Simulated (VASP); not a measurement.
# HfS2 in VASP: notebook

The runs below take HfS2 through single point, with PBE+D3(BJ).

All numbers are computed with VASP 6.6.1; they aren't measurements. Logs are shortened: lines on timing, memory, paths and dates and some standing lists are left out, and cuts for length are marked.

## Step 1: The cell of the first run

The cell holds a slab with vacuum, 3 atoms: a = 3.691 Å, b = 3.691 Å, c = 31.825 Å, α = 90.00°, β = 90.00°, γ = 120.00°.

## Step 2: Single point, PBE+D3(BJ)

Contents of INCAR:

```
PREC = Accurate
ENCUT = 400
EDIFF = 1E-6
ISMEAR = 0
SIGMA = 0.02
LREAL = False
LASPH = True
NELM = 120
ALGO = Normal
ISIF = 2
LWAVE = False
LCHARG = False
LDIPOL = True
IDIPOL = 3
DIPOL = 0.5 0.5 0.500
GGA = PE
IVDW = 12
NBANDS = 18
GGA_COMPAT = False
NELMDL = -8
```

Contents of KPOINTS:

```
regular mesh
0
Gamma
  9 9 1
```

Contents of POSCAR:

```
HfS2
1.0
    3.6910000000      0.0000000000      0.0000000000
   -1.8455000000      3.1964997654      0.0000000000
    0.0000000000      0.0000000000     31.8247012176
S Hf
2 1
Direct
    0.6666666667      0.3333333333      0.4566531673
    0.3333333333      0.6666666667      0.5433468327
    0.0000000000      0.0000000000      0.5000000000
```

Potentials or basis: VASP PAW PBE potentials, release 64 (S, Hf_pv).

Command:

```console
cat potpaw_PBE.64/S/POTCAR potpaw_PBE.64/Hf_pv/POTCAR > POTCAR
mpirun -np 1 vasp_std > vasp.out
```

OUTCAR:

```text
PREC = Accurate
   ENCUT = 400
   EDIFF = 1E-6
   ISMEAR = 0
   LREAL = False
   LASPH = True
   NELM = 120
   ISIF = 2
   GGA = PE
   IVDW = 12
   NELMDL = -8
 IVDW          = 12

 ion  position               nearest neighbor table
   1  0.667  0.333  0.457-   3 2.54   3 2.54   3 2.54
   2  0.333  0.667  0.543-   3 2.54   3 2.54   3 2.54
   3  0.000  0.000  0.500-   1 2.54   2 2.54   1 2.54   2 2.54   1 2.54   2 2.54

  LATTYP: Found a hexagonal cell.
 ALAT       =     3.6910000000
 C/A-ratio  =     8.6222436244

  Lattice vectors:

 A1 = (   3.6910000000,   0.0000000000,   0.0000000000)
 A2 = (  -1.8455000000,   3.1964997654,   0.0000000000)
 A3 = (   0.0000000000,   0.0000000000,  31.8247012176)

Analysis of symmetry for initial positions (statically):
=====================================================================
 Subroutine PRICEL returns:
 Original cell was already a primitive cell.

 Routine SETGRP: Setting up the symmetry group for a
 hexagonal supercell.

 Subroutine GETGRP returns: Found 12 space group operations
 (whereof 12 operations were pure point group operations)
 out of a pool of 24 trial point group operations.

The static configuration has the point symmetry D_3d.

Analysis of symmetry for dynamics (positions and initial velocities):
=====================================================================
 Subroutine PRICEL returns:
 Original cell was already a primitive cell.

 Routine SETGRP: Setting up the symmetry group for a
 hexagonal supercell.

 Subroutine GETGRP returns: Found 12 space group operations
 (whereof 12 operations were pure point group operations)
 out of a pool of 24 trial point group operations.

The dynamic configuration has the point symmetry D_3d.

 Subroutine INISYM returns: Found 12 space group operations
 (whereof 12 operations are pure point group operations),
 and found     1 'primitive' translations

----------------------------------------------------------------------------------------

                                     Primitive cell

  volume of cell :     375.4768

  direct lattice vectors                    reciprocal lattice vectors
     3.691000000  0.000000000  0.000000000     0.270929287  0.156421097  0.000000000
    -1.845500000  3.196499765  0.000000000     0.000000000  0.312842194  0.000000000
     0.000000000  0.000000000 31.824701218     0.000000000  0.000000000  0.031422133

  length of vectors
     3.691000000  3.691000000 31.824701218     0.312842194  0.312842194  0.031422133

  position of ions in fractional coordinates (direct lattice)
     0.666666667  0.333333333  0.456653167
     0.333333333  0.666666667  0.543346833
     0.000000000  0.000000000  0.500000000

  ion indices of the primitive-cell ions
   primitive index   ion index
                 1           1
                 2           2
                 3           3

----------------------------------------------------------------------------------------

 KPOINTS: regular mesh

Automatic generation of k-mesh.
 Grid dimensions read from file:
 generate k-points for:    9    9    1

 Generating k-lattice:

  Cartesian coordinates                     Fractional coordinates (reciprocal lattice)
     0.030103254  0.017380122  0.000000000     0.111111111 -0.000000000  0.000000000
     0.000000000  0.034760244  0.000000000     0.000000000  0.111111111  0.000000000
     0.000000000  0.000000000  0.031422133     0.000000000  0.000000000  1.000000000

  Length of vectors
     0.034760244  0.034760244  0.031422133

  Shift w.r.t. Gamma in fractional coordinates (k-lattice)
     0.000000000  0.000000000  0.000000000

 Subroutine IBZKPT returns following result:
 ===========================================

 Found     12 irreducible k-points:

 Following reciprocal coordinates:
            Coordinates               Weight
  0.000000  0.000000  0.000000      1.000000
  0.111111 -0.000000  0.000000      6.000000
  0.222222  0.000000  0.000000      6.000000
  0.333333  0.000000  0.000000      6.000000
  0.444444  0.000000  0.000000      6.000000
  0.111111  0.111111  0.000000      6.000000
  0.222222  0.111111  0.000000     12.000000
  0.333333  0.111111  0.000000     12.000000
  0.444444  0.111111  0.000000      6.000000
  0.222222  0.222222  0.000000      6.000000
  0.333333  0.222222  0.000000     12.000000
  0.333333  0.333333  0.000000      2.000000
   k-points           NKPTS =     12   k-points in BZ     NKDIM =     12   number of bands    NBANDS=     18
   number of dos      NEDOS =    301   number of ions     NIONS =      3
   total plane-waves  NPLWV = 120960
   dimension x,y,z NGX =    24 NGY =   24 NGZ =  210
   dimension x,y,z NGXF=    48 NGYF=   48 NGZF=  420
   ions per type =               2   1
   NGX,Y,Z   is equivalent  to a cutoff of  10.81, 10.81, 10.97 a.u.
   NGXF,Y,Z  is equivalent  to a cutoff of  21.62, 21.62, 21.94 a.u.
 SYSTEM =  unknown system
   PREC   = accura    normal or accurate (medium, high low for compatibility)
   ISTART =      0    job   : 0-new  1-cont  2-samecut
   ICHARG =      2    charge: 1-file 2-atom 10-const
   ISPIN  =      1    spin polarized calculation?
   LNONCOLLINEAR =      F non collinear calculations
   LSORBIT =      F    spin-orbit coupling
   LASPH  =      T    aspherical Exc in radial PAW
   ENCUT  =  400.0 eV  29.40 Ry    5.42 a.u.   6.02  6.02 51.90*2*pi/ulx,y,z
   NELM   =    120;   NELMIN=  2; NELMDL= -8     # of ELM steps
   EDIFF  = 0.1E-05   stopping-criterion for ELM
   LREAL  =      F    real-space projection
   EDIFFG = 0.1E-04   stopping-criterion for IOM
   NSW    =      0    number of steps for IOM
   IBRION =     -1    ionic relax: 0-MD 1-quasi-New 2-CG
   NFREE  =      0    steps in history (QN), initial steepest desc. (CG)
   ISIF   =      2    stress and relaxation
   ISYM   =      2    0-nonsym 1-usesym 2-fastsym
   POTIM  = 0.5000    time-step for ionic-motion
   TEBEG  =    0.0;   TEEND  =   0.0 temperature during run
   PSTRESS=    0.0 pullay stress
   NELECT =      22.0000    total number of electrons
   NUPDOWN=      -1.0000    fix difference up-down
   EMIN   =  10.00;   EMAX   =-10.00  energy-range for DOS
   EFERMI =   0.00;   METHOD = LEGACY
   ISMEAR =     0;   SIGMA  =   0.02  broadening in eV -4-tet -1-fermi 0-gaus
   EFERMI_NEDOS =   21; number of points for ismear=-14 and -15
   IALGO  =     38    algorithm
   IMIX   =      4    mixing-type and parameters
     AMIX     =   0.40;   BMIX     =  1.00
     AMIX_MAG =   1.60;   BMIX_MAG =  1.00
  volume/ion in A,a.u.               =     125.16       844.61
  Fermi-wavevector in a.u.,A,eV,Ry     =   0.635850  1.201582  5.500907  0.404305
  Thomas-Fermi vector in A             =   1.700322
   LORBIT       =      0    0 simple, 1 ext, 2 COOP (PROOUT), +10 PAW based schemes
   GGA     = PE    functional components
   LHFCALC =     F    Hartree Fock is set to
   AEXX    =    0.0000 exact exchange contribution
   IVDW    =    12    specifies the selected vdW correction
   LEPSILON=     F    determine dielectric tensor
   LRPA    =     F    only Hartree local field effects (RPA)
 non-spin polarized calculation
 Gauss-broadening in eV      SIGMA  =   0.02
  energy-cutoff  :      400.00
  volume of cell :      375.48
 maximum number of plane-waves:      6906
   NGX = 13   NGY = 13   NGZ =103

 dipolmoment           0.000000      0.000000      0.000000 electrons x Angstroem

 number of electron      22.0000003 magnetization

 dipolmoment           0.000000      0.000000     -0.000000 electrons x Angstroem

 Free energy of the ion-electron system (eV)
  ---------------------------------------------------
  ext. energy  EPLUGINS =         0.00000000
  ---------------------------------------------------
  free energy    TOTEN  =       -22.88985556 eV

  energy without entropy =      -22.88985556  energy(sigma->0) =      -22.88985556

 E-fermi :  -4.6092     XC(G=0):  -2.0508

 val. band max:       -4.7952287524   @ k =   0.0000   0.0000   0.0000
 cond. band min:      -3.1981477455   @ k =   0.4444   0.0000   0.0000
 fundamental gap:      1.5970810068
 Fermi energy:        -4.6091769935

 k-point     1 :       0.0000    0.0000    0.0000
  band No.  band energies     occupation
      1     -35.3833      2.00000
      2     -35.2646      2.00000
      3     -35.2646      2.00000
      4     -17.5174      2.00000
      5     -15.9994      2.00000
      6      -8.5962      2.00000
[... 10 lines left out ...]
     17       1.2636      0.00000
     18       1.4759      0.00000

 k-point     2 :       0.1111   -0.0000    0.0000
  band No.  band energies     occupation
      1     -35.3796      2.00000
      2     -35.2844      2.00000
      3     -35.2690      2.00000
      4     -17.3798      2.00000
      5     -16.0213      2.00000
      6      -8.4574      2.00000
[... 10 lines left out ...]
     17       1.1554      0.00000
     18       1.5495      0.00000

 k-point     3 :       0.2222    0.0000    0.0000
  band No.  band energies     occupation
      1     -35.3703      2.00000
      2     -35.3340      2.00000
      3     -35.2802      2.00000
      4     -17.0142      2.00000
      5     -16.0725      2.00000
      6      -8.2268      2.00000
[... 10 lines left out ...]
     17       1.8259      0.00000
     18       2.1608      0.00000

 k-point     4 :       0.3333    0.0000    0.0000
  band No.  band energies     occupation
      1     -35.3905      2.00000
      2     -35.3588      2.00000
      3     -35.2929      2.00000
      4     -16.5882      2.00000
      5     -16.0896      2.00000
      6      -8.7047      2.00000
[... 10 lines left out ...]
     17       1.8641      0.00000
     18       2.9349      0.00000

 k-point     5 :       0.4444    0.0000    0.0000
  band No.  band energies     occupation
      1     -35.4263      2.00000
      2     -35.3520      2.00000
      3     -35.3011      2.00000
      4     -16.4031      2.00000
      5     -15.9631      2.00000
      6      -9.3133      2.00000
[... 10 lines left out ...]
     17       2.2210      0.00000
     18       2.3266      0.00000

 k-point     6 :       0.1111    0.1111    0.0000
  band No.  band energies     occupation
      1     -35.3731      2.00000
      2     -35.3174      2.00000
      3     -35.2786      2.00000
      4     -17.1267      2.00000
      5     -16.0589      2.00000
      6      -8.2214      2.00000
[... 10 lines left out ...]
     17       1.6876      0.00000
     18       1.9930      0.00000

 k-point     7 :       0.2222    0.1111    0.0000
  band No.  band energies     occupation
      1     -35.3671      2.00000
      2     -35.3619      2.00000
      3     -35.2946      2.00000
      4     -16.7143      2.00000
      5     -16.1061      2.00000
      6      -8.2894      2.00000
[... 10 lines left out ...]
     17       2.4314      0.00000
     18       2.6873      0.00000

 k-point     8 :       0.3333    0.1111    0.0000
  band No.  band energies     occupation
      1     -35.4082      2.00000
      2     -35.3538      2.00000
      3     -35.3090      2.00000
      4     -16.3881      2.00000
      5     -16.0612      2.00000
      6      -8.9421      2.00000
[... 10 lines left out ...]
     17       2.2806      0.00000
     18       3.0183      0.00000

 k-point     9 :       0.4444    0.1111    0.0000
  band No.  band energies     occupation
      1     -35.4246      2.00000
      2     -35.3502      2.00000
      3     -35.3148      2.00000
      4     -16.3340      2.00000
      5     -15.9503      2.00000
      6      -9.2640      2.00000
[... 10 lines left out ...]
     17       2.3732      0.00000
     18       2.7653      0.00000

 k-point    10 :       0.2222    0.2222    0.0000
  band No.  band energies     occupation
      1     -35.3924      2.00000
      2     -35.3550      2.00000
      3     -35.3203      2.00000
      4     -16.3468      2.00000
      5     -16.1375      2.00000
      6      -8.5194      2.00000
[... 10 lines left out ...]
     17       3.1167      0.00000
     18       3.2114      0.00000

 k-point    11 :       0.3333    0.2222    0.0000
  band No.  band energies     occupation
      1     -35.4049      2.00000
      2     -35.3496      2.00000
      3     -35.3421      2.00000
      4     -16.1965      2.00000
      5     -16.0434      2.00000
      6      -8.8271      2.00000
[... 10 lines left out ...]
     17       3.0905      0.00000
     18       3.4661      0.00000

 k-point    12 :       0.3333    0.3333    0.0000
  band No.  band energies     occupation
      1     -35.3796      2.00000
      2     -35.3796      2.00000
      3     -35.3475      2.00000
      4     -16.0777      2.00000
      5     -16.0777      2.00000
      6      -8.4614      2.00000
[... 10 lines left out ...]
     17       3.4724      0.00000
     18       4.3142      0.00000

------------------------ aborting loop because EDIFF is reached ----------------------------------------

 vacuum level on the upper side and lower side of the slab       (xc-potential included)        -0.006        -0.006

 Edisp (eV)   -0.66600

 E8    (eV) :    -0.3056

  FORCE on cell =-STRESS in cart. coord.  units (eV):
  Direction    XX          YY          ZZ          XY          YZ          ZX
  --------------------------------------------------------------------------------------
  -------------------------------------------------------------------------------------
  Total      -0.72135    -0.72135     1.15609     0.00000    -0.00000    -0.00000
  in kB      -3.07804    -3.07804     4.93311     0.00000    -0.00000    -0.00000
  external pressure =       -0.41 kB  Pullay stress =        0.00 kB

 VOLUME and BASIS-vectors are now :
 -----------------------------------------------------------------------------
  energy-cutoff  :      400.00
  volume of cell :      375.48
      direct lattice vectors                 reciprocal lattice vectors
     3.691000000  0.000000000  0.000000000     0.270929287  0.156421097  0.000000000
    -1.845500000  3.196499765  0.000000000     0.000000000  0.312842194  0.000000000
     0.000000000  0.000000000 31.824701218     0.000000000  0.000000000  0.031422133

 POSITION                                       TOTAL-FORCE (eV/Angst)
 -----------------------------------------------------------------------------------
      1.84550      1.06550     14.53285        -0.000000     -0.000000     -0.428035
     -0.00000      2.13100     17.29185         0.000000      0.000000      0.428035
      0.00000      0.00000     15.91235         0.000000      0.000000      0.000000
 -----------------------------------------------------------------------------------
    total drift:                               -0.000000      0.000000     -0.000000

  FREE ENERGIE OF THE ION-ELECTRON SYSTEM (eV)
  ---------------------------------------------------
  free  energy   TOTEN  =       -23.5558582985 eV

  energy  without entropy=      -23.5558582985  energy(sigma->0) =      -23.55585830

 vacuum level on the upper side and lower side of the slab         1.701         1.701
```

Wall time 82 s (1 thread of Intel Xeon Platinum 8488C (Sapphire Rapids), shared host); peak memory 0.33 GiB.

Results:

```yaml
Free_energy: -23.5559 eV
Largest_force: 0.428 eV/Å
Band_gap_on_the_k_mesh: 1.60 eV (least direct gap 2.11 eV)
Dispersion_energy_per_atom: -0.222 eV
```

Forces on the atoms (eV/Å):
```
S    0.000  0.000 -0.428
S    0.000  0.000  0.428
Hf   0.000  0.000  0.000
```

Caveat: spin-orbit coupling is left out, which moves the levels of the heavy elements.

## Step 3: Single point, PBE+D3(BJ)

Contents of INCAR:

```
SYSTEM = HfS2
  ALGO = Normal
  DIPOL = 0.5 0.5 0.500
  EDIFF = 1E-6
  ENCUT = 400
  GGA = PE
  GGA_COMPAT = .FALSE.
  IDIPOL = 3
  ISIF = 2
  ISMEAR = 0
  IVDW = 12
  LASPH = .TRUE.
  LCHARG = .FALSE.
  LDIPOL = .TRUE.
  LREAL = .FALSE.
  LWAVE = .FALSE.
  NBANDS = 18
  NELM = 120
  NELMDL = -8
  PREC = Accurate
  SIGMA = 0.02
```

Contents of KPOINTS:

```
k-points
0
G
  9 9 1
  0 0 0
```

Contents of POSCAR:

```
HfS2
1.0
    3.6910000000      0.0000000000      0.0000000000
   -1.8455000000      3.1964997654      0.0000000000
    0.0000000000      0.0000000000     31.8247012176
S Hf
2 1
Direct
    0.6666666667      0.3333333333      0.4542650852
    0.3333333333      0.6666666667      0.5457349148
    0.0000000000      0.0000000000      0.5000000000
```

Potentials or basis: VASP PAW PBE potentials, release 64 (S, Hf_pv).

Command:

```console
cat potpaw_PBE.64/S/POTCAR potpaw_PBE.64/Hf_pv/POTCAR > POTCAR
mpirun -np 1 vasp_std > vasp.out
```

Run time: 90 s. Hardware: 1 thread of Intel Xeon Platinum 8488C (Sapphire Rapids), shared host; peak memory 0.33 GiB.

It converged, with:

```yaml
Free_energy: -23.5547 eV
Largest_force: 0.433 eV/Å
Band_gap_on_the_k_mesh: 1.38 eV (least direct gap 2.10 eV)
Dispersion_energy_per_atom: -0.219 eV
```

Forces in eV/Å, atoms in the order of the input:
```
S    0.000  0.000  0.433
S    0.000  0.000 -0.433
Hf   0.000  0.000  0.000
```

Levels at points of the mesh, in eV from the valence-band top:
| k point | band 8 | band 9 | band 10 | band 11 | band 12 | band 13 | band 14 | band 15 |
| --- | --- | --- | --- | --- | --- | --- | --- | --- |
| (0.00, 0.00, 0.00) | -2.48 | -0.75 | 0.00 | 0.00 | 2.10 | 2.10 | 2.80 | 5.28 |

Caveat: spin-orbit coupling is left out, which moves the levels of the heavy elements.

(Part 1 of 2 ends here.)
